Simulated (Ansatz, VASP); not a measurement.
# CuW4 in VASP and in Ansatz

```xyz
10
Lattice="1.5975 -2.2141 0.0000 1.5975 2.2141 0.0000 0.0000 0.0000 21.8467" Properties=species:S:1:pos:R:3 pbc="T T T"
Cu    1.5975    1.1070    0.9486
Cu    1.5975   -1.1070   20.8981
W     1.5975    1.1070    9.7873
W     1.5975   -1.1070   12.0594
W     1.5975    1.1070   14.3211
W     1.5975   -1.1070   16.5868
W     1.5975   -1.1070    7.5256
W     1.5975   -1.1070    3.0213
W     1.5975    1.1070    5.2598
W     1.5975    1.1070   18.8253
```

Alike in both runs: functional PBE; k mesh 12 × 12 × 2; occupations gaussian, width 0.1 eV; no spin polarisation.

Ansatz relaxed the structure, and its values are those at the end. VASP's run is a single point on that final structure, the one shown.

```csv
,VASP,Ansatz
version,VASP 6.6.1,Ansatz 0.2.0
potentials or method,"VASP PAW PBE potentials, release 64 (Cu, W_sv), cutoff 520 eV","scalar-relativistic, plane waves, PAW"
valence electrons in the cell,134,150
```

|  | VASP | Ansatz | Ansatz less VASP |
| --- | --- | --- | --- |
| gap on the k mesh at the Fermi level (eV) | none | none | - |
| pressure (GPa) | 0.5 | 0.0 | -0.49 |
| rms of the force components (eV/Å) | 0.005 | 0.001 | -0.0048 |

A gap of «none» marks a metal or a gap that the smearing closes. With one functional, cell and mesh, what is left measures potentials, basis and numerics. VASP's potentials hold 134 valence electrons a cell and Ansatz's 150, so a difference there can come from the potentials and not from the codes.

Neither program's run includes spin-orbit coupling.
